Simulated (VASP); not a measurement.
Crystal: AlNi3.

```
Ni Al
1.0
     0.00000    2.82044    2.82044
     2.82044    0.00000    2.82044
     2.82044    2.82044    0.00000
Ni Al
3 1
Direct
  0.75000 0.75000 0.75000
  0.00000 0.00000 0.00000
  0.25000 0.25000 0.25000
  0.50000 0.50000 0.50000
```

Base run:

```yaml
Program: VASP 6.6.1
Functional: r2SCAN
Potentials_or_basis: VASP PAW PBE potentials, release 64 (Ni, Al)
Cutoff: 520 eV
k_mesh: 8 × 8 × 8
Occupations: fermi-dirac, width 0.05 eV
Spin: collinear spin, ferromagnetic start
Starting_moments: "[1.0, 1.0, 1.0, 0.0] μB"
```

Its results: pressure -3.6 GPa; net moment 0.00 μB per cell.

Task: The run is repeated on the same cell with these changes: functional from r2SCAN to PBEsol. What comes out?

Result: Pressure -4.3 GPa; net moment 0.00 μB per cell.

Caveats: the PAW data sets were made with another functional, which shifts forces and pressure a little.
